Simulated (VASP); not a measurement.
# PtF2 (P4/mmm) in VASP: notebook

Runs on PtF2. Level: PBE. Tasks: single point, relaxation of cell and atoms.

All numbers are computed with VASP 6.6.1; they aren't measurements. Logs are shortened: lines on timing, memory, paths and dates and some standing lists are left out, and cuts for length are marked.

### Step 1. The cell of the first run

Symmetry: P4/mmm, No. 123, tetragonal system. The conventional cell has a = 3.283 Å, b = 3.283 Å, c = 4.099 Å, α = 90.00°, β = 90.00°, γ = 90.00°. Pt (site symmetry 4/mmm) has 6 F at 2.05 to 2.32 Å within 2.7 Å. Within 2.7 Å of F (site symmetry 4/mmm) lie 2 Pt at 2.05 Å. F (site symmetry 4/mmm) has 4 Pt at 2.32 Å and 8 F at 3.10 Å within 3.1 Å.

### Step 2. Single point, PBE, collinear spin (atoms taken out)

Input file INCAR:

```
PREC = Accurate
ENCUT = 520
EDIFF = 1E-7
ISMEAR = 0
SIGMA = 0.1
LREAL = False
LASPH = True
NELM = 150
ALGO = Normal
ISIF = 2
LWAVE = False
LCHARG = True
ISPIN = 2
MAGMOM = 1 0 0
LORBIT = 11
LMAXMIX = 4
GGA = PE
LELF = True
LVHAR = True
NBANDS = 23
```

Input file KPOINTS:

```
regular mesh
0
Gamma
  6 6 4
```

Input file POSCAR:

```
PtF2
1.0
    3.2831641549      0.0000000000      0.0000000000
    0.0000000000      3.2831641549      0.0000000000
    0.0000000000      0.0000000000      4.0991437266
Pt F
1 2
Direct
    0.0000000000      0.0000000000      0.0000000000
    0.0000000000      0.0000000000      0.5000000000
    0.5000000000      0.5000000000      0.0000000000
```

Potentials or basis: VASP PAW PBE potentials, release 64 (Pt, F).

Run with:

```
$ cat potpaw_PBE.64/Pt/POTCAR potpaw_PBE.64/F/POTCAR > POTCAR
$ mpirun -np 1 vasp_std > vasp.out
```

OUTCAR:

```text
PREC = Accurate
   ENCUT = 520
   EDIFF = 1E-7
   ISMEAR = 0
   LREAL = False
   LASPH = True
   NELM = 150
   ISIF = 2
   ISPIN = 2
   LORBIT = 11
   GGA = PE

 ion  position               nearest neighbor table
   1  0.000  0.000  0.000-   2 2.05   2 2.05   3 2.32   3 2.32   3 2.32   3 2.32
   2  0.000  0.000  0.500-   1 2.05   1 2.05
   3  0.500  0.500  0.000-   1 2.32   1 2.32   1 2.32   1 2.32

  LATTYP: Found a simple tetragonal cell.
 ALAT       =     3.2831641549
 C/A-ratio  =     1.2485345031

  Lattice vectors:

 A1 = (   3.2831641549,   0.0000000000,   0.0000000000)
 A2 = (   0.0000000000,   3.2831641549,   0.0000000000)
 A3 = (   0.0000000000,   0.0000000000,   4.0991437266)

Analysis of symmetry for initial positions (statically):
=====================================================================
 Subroutine PRICEL returns:
 Original cell was already a primitive cell.

 Routine SETGRP: Setting up the symmetry group for a
 simple tetragonal supercell.

 Subroutine GETGRP returns: Found 16 space group operations
 (whereof 16 operations were pure point group operations)
 out of a pool of 16 trial point group operations.

The static configuration has the point symmetry D_4h.

Analysis of symmetry for dynamics (positions and initial velocities):
=====================================================================
 Subroutine PRICEL returns:
 Original cell was already a primitive cell.

 Routine SETGRP: Setting up the symmetry group for a
 simple tetragonal supercell.

 Subroutine GETGRP returns: Found 16 space group operations
 (whereof 16 operations were pure point group operations)
 out of a pool of 16 trial point group operations.

The dynamic configuration has the point symmetry D_4h.

Analysis of structural, dynamic, and magnetic symmetry:
=====================================================================
 Subroutine PRICEL returns:
 Original cell was already a primitive cell.

 Routine SETGRP: Setting up the symmetry group for a
 simple tetragonal supercell.

 Subroutine GETGRP returns: Found 16 space group operations
 (whereof 16 operations were pure point group operations)
 out of a pool of 16 trial point group operations.

The overall configuration has the point symmetry D_4h.

 Subroutine INISYM returns: Found 16 space group operations
 (whereof 16 operations are pure point group operations),
 and found     1 'primitive' translations

----------------------------------------------------------------------------------------

                                     Primitive cell

  volume of cell :      44.1854

  direct lattice vectors                    reciprocal lattice vectors
     3.283164155  0.000000000  0.000000000     0.304584222  0.000000000  0.000000000
     0.000000000  3.283164155  0.000000000     0.000000000  0.304584222  0.000000000
     0.000000000  0.000000000  4.099143727     0.000000000  0.000000000  0.243953388

  length of vectors
     3.283164155  3.283164155  4.099143727     0.304584222  0.304584222  0.243953388

  position of ions in fractional coordinates (direct lattice)
     0.000000000  0.000000000  0.000000000
     0.000000000  0.000000000  0.500000000
     0.500000000  0.500000000  0.000000000

  ion indices of the primitive-cell ions
   primitive index   ion index
                 1           1
                 2           2
                 3           3

----------------------------------------------------------------------------------------

 KPOINTS: regular mesh

Automatic generation of k-mesh.
 Grid dimensions read from file:
 generate k-points for:    6    6    4

 Generating k-lattice:

  Cartesian coordinates                     Fractional coordinates (reciprocal lattice)
     0.050764037  0.000000000  0.000000000     0.166666667  0.000000000  0.000000000
     0.000000000  0.050764037  0.000000000     0.000000000  0.166666667  0.000000000
     0.000000000  0.000000000  0.060988347     0.000000000  0.000000000  0.250000000

  Length of vectors
     0.050764037  0.050764037  0.060988347

  Shift w.r.t. Gamma in fractional coordinates (k-lattice)
     0.000000000  0.000000000  0.000000000

 Subroutine IBZKPT returns following result:
 ===========================================

 Found     30 irreducible k-points:

 Following reciprocal coordinates:
            Coordinates               Weight
  0.000000  0.000000  0.000000      1.000000
  0.166667  0.000000  0.000000      4.000000
  0.333333  0.000000  0.000000      4.000000
  0.500000  0.000000  0.000000      2.000000
  0.166667  0.166667  0.000000      4.000000
  0.333333  0.166667  0.000000      8.000000
[... 16 lines left out ...]
  0.333333  0.000000  0.500000      4.000000
  0.500000  0.000000  0.500000      2.000000
 [... further k-points ...]
   k-points           NKPTS =     30   k-points in BZ     NKDIM =     30   number of bands    NBANDS=     23
   number of dos      NEDOS =    301   number of ions     NIONS =      3
   total plane-waves  NPLWV =  17280
   dimension x,y,z NGX =    24 NGY =   24 NGZ =   30
   dimension x,y,z NGXF=    48 NGYF=   48 NGZF=   60
   ions per type =               1   2
   NGX,Y,Z   is equivalent  to a cutoff of  12.15, 12.15, 12.17 a.u.
   NGXF,Y,Z  is equivalent  to a cutoff of  24.31, 24.31, 24.33 a.u.
 SYSTEM =  unknown system
   PREC   = accura    normal or accurate (medium, high low for compatibility)
   ISTART =      0    job   : 0-new  1-cont  2-samecut
   ICHARG =      2    charge: 1-file 2-atom 10-const
   ISPIN  =      2    spin polarized calculation?
   LNONCOLLINEAR =      F non collinear calculations
   LSORBIT =      F    spin-orbit coupling
   LASPH  =      T    aspherical Exc in radial PAW
   ENCUT  =  520.0 eV  38.22 Ry    6.18 a.u.   6.10  6.10  7.62*2*pi/ulx,y,z
   NELM   =    150;   NELMIN=  2; NELMDL= -5     # of ELM steps
   EDIFF  = 0.1E-06   stopping-criterion for ELM
   LREAL  =      F    real-space projection
   EDIFFG = 0.1E-05   stopping-criterion for IOM
   NSW    =      0    number of steps for IOM
   IBRION =     -1    ionic relax: 0-MD 1-quasi-New 2-CG
   NFREE  =      0    steps in history (QN), initial steepest desc. (CG)
   ISIF   =      2    stress and relaxation
   ISYM   =      2    0-nonsym 1-usesym 2-fastsym
   POTIM  = 0.5000    time-step for ionic-motion
   TEBEG  =    0.0;   TEEND  =   0.0 temperature during run
   PSTRESS=    0.0 pullay stress
   NELECT =      24.0000    total number of electrons
   NUPDOWN=      -1.0000    fix difference up-down
   EMIN   =  10.00;   EMAX   =-10.00  energy-range for DOS
   EFERMI =   0.00;   METHOD = LEGACY
   ISMEAR =     0;   SIGMA  =   0.10  broadening in eV -4-tet -1-fermi 0-gaus
   EFERMI_NEDOS =   21; number of points for ismear=-14 and -15
   IALGO  =     38    algorithm
   IMIX   =      4    mixing-type and parameters
     AMIX     =   0.40;   BMIX     =  1.00
     AMIX_MAG =   1.60;   BMIX_MAG =  1.00
  volume/ion in A,a.u.               =      14.73        99.39
  Fermi-wavevector in a.u.,A,eV,Ry     =   1.335731  2.524166 24.275220  1.784178
  Thomas-Fermi vector in A             =   2.464413
   LORBIT       =     11    0 simple, 1 ext, 2 COOP (PROOUT), +10 PAW based schemes
   GGA     = PE    functional components
   LHFCALC =     F    Hartree Fock is set to
   AEXX    =    0.0000 exact exchange contribution
   IVDW    =     0    specifies the selected vdW correction
   LEPSILON=     F    determine dielectric tensor
   LRPA    =     F    only Hartree local field effects (RPA)
 spin polarized calculation
 Gauss-broadening in eV      SIGMA  =   0.10
  energy-cutoff  :      520.00
  volume of cell :       44.19
 maximum number of plane-waves:      1212
   NGX = 13   NGY = 13   NGZ = 15

 number of electron      23.9999991 magnetization      -0.0001061

 number of electron      23.9999991 magnetization       0.0000358

 Free energy of the ion-electron system (eV)
  ---------------------------------------------------
  ext. energy  EPLUGINS =         0.00000000
  ---------------------------------------------------
  free energy    TOTEN  =       -11.53968528 eV

  energy without entropy =      -11.53521466  energy(sigma->0) =      -11.53744997

 E-fermi :   2.3672     XC(G=0):  -9.9266

 val. band max:        2.3258476250   @ k =   0.1667   0.1667   0.0000
 cond. band min:       2.6198864383   @ k =   0.3333   0.1667   0.0000
 fundamental gap:      0.2940388133
 Fermi energy:         2.3672004477

 spin component 1

 k-point     1 :       0.0000    0.0000    0.0000
  band No.  band energies     occupation
      1     -21.2994      1.00000
      2     -20.7114      1.00000
      3      -3.3743      1.00000
      4      -2.7570      1.00000
      5      -2.7570      1.00000
      6      -1.7123      1.00000
[... 15 lines left out ...]
     22      24.8783      0.00000
     23      24.8783      0.00000
[... 575 lines left out ...]
      1     -21.0597      1.00000
      2     -20.4479      1.00000
      3      -5.5594      1.00000
      4      -4.7661      1.00000
      5      -3.9797      1.00000
      6      -3.5784      1.00000
[... 15 lines left out ...]
     22      24.4284      0.00000
     23      25.5005      0.00000

 [... further k-points ...]

 spin component 2

 k-point     1 :       0.0000    0.0000    0.0000
  band No.  band energies     occupation
      1     -21.2994      1.00000
      2     -20.7113      1.00000
      3      -3.3743      1.00000
      4      -2.7570      1.00000
      5      -2.7570      1.00000
      6      -1.7123      1.00000
[... 15 lines left out ...]
     22      24.8783      0.00000
     23      24.8783      0.00000
[... 575 lines left out ...]
      1     -21.0597      1.00000
      2     -20.4479      1.00000
      3      -5.5594      1.00000
      4      -4.7661      1.00000
      5      -3.9797      1.00000
      6      -3.5784      1.00000
[... 15 lines left out ...]
     22      24.4284      0.00000
     23      25.5027      0.00000

 [... further k-points ...]

------------------------ aborting loop because EDIFF is reached ----------------------------------------

  FORCE on cell =-STRESS in cart. coord.  units (eV):
  Direction    XX          YY          ZZ          XY          YZ          ZX
  --------------------------------------------------------------------------------------
  -------------------------------------------------------------------------------------
  Total       -0.0219413     -0.0219413      0.0996804      0.0000000      0.0000000      0.0000000
  in kB       -0.7955992     -0.7955992      3.6144498      0.0000000      0.0000000      0.0000000
  external PRESSURE =       0.6744171 kB  Pullay stress =       0.0000000 kB

 VOLUME and BASIS-vectors are now :
 -----------------------------------------------------------------------------
  energy-cutoff  :      520.00
  volume of cell :       44.19
      direct lattice vectors                 reciprocal lattice vectors
     3.283164155  0.000000000  0.000000000     0.304584222  0.000000000  0.000000000
     0.000000000  3.283164155  0.000000000     0.000000000  0.304584222  0.000000000
     0.000000000  0.000000000  4.099143727     0.000000000  0.000000000  0.243953388

 POSITION                                       TOTAL-FORCE (eV/Angst)
 -----------------------------------------------------------------------------------
      0.00000      0.00000      0.00000         0.000000      0.000000      0.000000
      0.00000      0.00000      2.04957         0.000000      0.000000      0.000000
      1.64158      1.64158      0.00000         0.000000      0.000000      0.000000
 -----------------------------------------------------------------------------------
    total drift:                                0.000000     -0.000000     -0.000000

  FREE ENERGIE OF THE ION-ELECTRON SYSTEM (eV)
  ---------------------------------------------------
  free  energy   TOTEN  =       -11.5396852780 eV

  energy  without entropy=      -11.5352146640  energy(sigma->0) =      -11.53744997

 total charge

# of ion       s       p       d       tot
------------------------------------------
    1        0.389   0.316   8.006   8.711
    2        1.733   4.319   0.000   6.052
    3        1.761   4.220   0.000   5.981
--------------------------------------------------
tot          3.883   8.855   8.006  20.744

 magnetization (x)

# of ion       s       p       d       tot
------------------------------------------
    1        0.000   0.000   0.000   0.000
    2        0.000   0.000   0.000   0.000
    3        0.000  -0.000   0.000  -0.000
--------------------------------------------------
tot          0.000  -0.000   0.000   0.000
```

Wall time 42 s (1 thread of AMD EPYC 7R13 (Zen 3), shared host); peak memory 0.16 GiB.

Results:

```yaml
Free_energy: -11.5397 eV
Pressure: 0.1 GPa
Band_gap_on_the_k_mesh: zero (filled and empty bands overlap)
Net_moment: 0.00 μB per cell
Valence_electrons_inside_the_program's_atomic_spheres: Pt 8.71; F 6.05, 5.98
```

Levels at points of the mesh, in eV from the Fermi level:
Spin up:
```tsv
k point	band 10	band 11	band 12	band 13	band 14	band 15
(0.00, 0.00, 0.00)	-1.65	-1.40	-1.40	-1.20	0.95	10.03
(0.50, 0.00, 0.00)	-1.23	-1.03	-0.15	0.97	4.91	6.43
(0.50, 0.50, 0.00)	-2.04	-1.17	-0.62	-0.35	4.97	9.17
(0.00, 0.00, 0.50)	-1.25	-1.20	-0.15	-0.15	5.34	6.64
(0.50, 0.00, 0.50)	-0.19	-0.11	0.97	2.18	6.40	7.26
(0.50, 0.50, 0.50)	-0.48	-0.48	-0.35	1.15	7.74	9.05
```
Spin down:
| k point | band 9 | band 10 | band 11 | band 12 | band 13 | band 14 | band 15 | band 16 |
| --- | --- | --- | --- | --- | --- | --- | --- | --- |
| (0.00, 0.00, 0.00) | -2.89 | -1.65 | -1.40 | -1.40 | -1.20 | 0.95 | 10.03 | 11.17 |
| (0.50, 0.00, 0.00) | -1.31 | -1.23 | -1.03 | -0.15 | 0.97 | 4.91 | 6.43 | 11.90 |
| (0.50, 0.50, 0.00) | -2.04 | -2.04 | -1.17 | -0.62 | -0.35 | 4.97 | 9.17 | 9.17 |
| (0.00, 0.00, 0.50) | -2.86 | -1.25 | -1.20 | -0.15 | -0.15 | 5.34 | 6.64 | 14.28 |
| (0.50, 0.00, 0.50) | -0.99 | -0.19 | -0.11 | 0.97 | 2.18 | 6.40 | 7.26 | 8.48 |
| (0.50, 0.50, 0.50) | -1.15 | -0.48 | -0.48 | -0.35 | 1.15 | 7.74 | 9.05 | 9.05 |

Caveat: the k points lie up to 0.38 Å⁻¹ apart, too coarse for converged energies and pressures of a metal; the cell differs from its parent crystal (atoms taken out); spin-orbit coupling is left out, which moves the levels of the heavy elements.

(Continued in part 2 of 2.)

The gap in the log of VASP goes by the Fermi energy; the results here count the filled bands.